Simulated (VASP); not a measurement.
TiB2:

```
CELL_PARAMETERS angstrom
3.03210 0.00000 0.00000
-1.51605 2.62588 0.00000
0.00000 0.00000 3.22341
ATOMIC_POSITIONS crystal
Ti 0.00000 0.00000 0.00000
B 0.33333 0.66667 0.50000
B 0.66667 0.33333 0.50000
```

```yaml
Program: VASP 6.6.1
Task: relaxation of cell and atoms
Functional: PBE
Dispersion: D3(BJ)
Potentials_or_basis: VASP PAW PBE potentials, release 64 (Ti_sv, B)
Cutoff: 600 eV
k_mesh: 15 × 15 × 14
Occupations: gaussian, width 0.1 eV
Spin: no spin polarisation
```

At the start: pressure -7.9 GPa; volume 8.55 Å³/atom.

Q: How do energy, volume and symmetry change on relaxing?

A: Over 5 steps the energy falls by 6.7 meV/atom and the volume is 8.29 Å³/atom (-3.1 %); space group P6/mmm (No. 191, to 0.1 Å) before and after.

Step by step:
| step | energy change (eV) | largest force (eV/Å) | pressure (GPa) | volume (Å³) |
| --- | --- | --- | --- | --- |
| 1 | 0.0000 | 0.0000 | -7.85 | 25.66 |
| 2 | 0.0001 | 0.0000 | 8.67 | 24.14 |
| 3 | -0.0197 | 0.0000 | -0.01 | 24.89 |
| 4 | -0.0200 | 0.0000 | -0.05 | 24.87 |
| 5 | -0.0200 | 0.0000 | -0.04 | 24.87 |

Final structure:
```
Ti B
1.0
     3.00452    0.00000    0.00000
    -1.50226    2.60199    0.00000
     0.00000    0.00000    3.18155
Ti B
1 2
Direct
  0.00000 0.00000 0.00000
  0.33333 0.66667 0.50000
  0.66667 0.33333 0.50000
```
